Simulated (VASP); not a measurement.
A run of VASP 6.6.1 is set up as follows.

The input INCAR:

```
SYSTEM = Pt
ALGO = Normal
EDIFF = 1E-6
ENCUT = 520
GGA = PE
ISIF = 2
ISMEAR = -1
LASPH = .True.
LCHARG = .False.
LREAL = .False.
LWAVE = .False.
NBANDS = 11
NELM = 60
PREC = Accurate
SIGMA = 0.05
```

File KPOINTS:

```
k-points
0
Gamma
  18 18 18
  0 0 0
```

File POSCAR:

```
Pt
1.0
    0.0000000000      1.8503595094      1.8503595094
    1.8503595094      0.0000000000      1.8503595094
    1.8503595094      1.8503595094      0.0000000000
Pt
1
Direct
    0.0000000000      0.0000000000      0.0000000000
```

Potentials or basis: VASP PAW PBE potentials, release 64 (Pt).

The run is started by

```sh
$ cat potpaw_PBE.64/Pt/POTCAR > POTCAR
$ mpirun -np 1 vasp_std > vasp.out
```

(1) Estimate the pressure.

(2) What does it give for the band gap on the k mesh?

## Answers

(1) 91.5 GPa.

(2) zero (bands 5 and 6 overlap by 3.04 eV).

Caveat: the cell stands under pressure; spin-orbit coupling is left out, which moves the levels of the heavy elements.
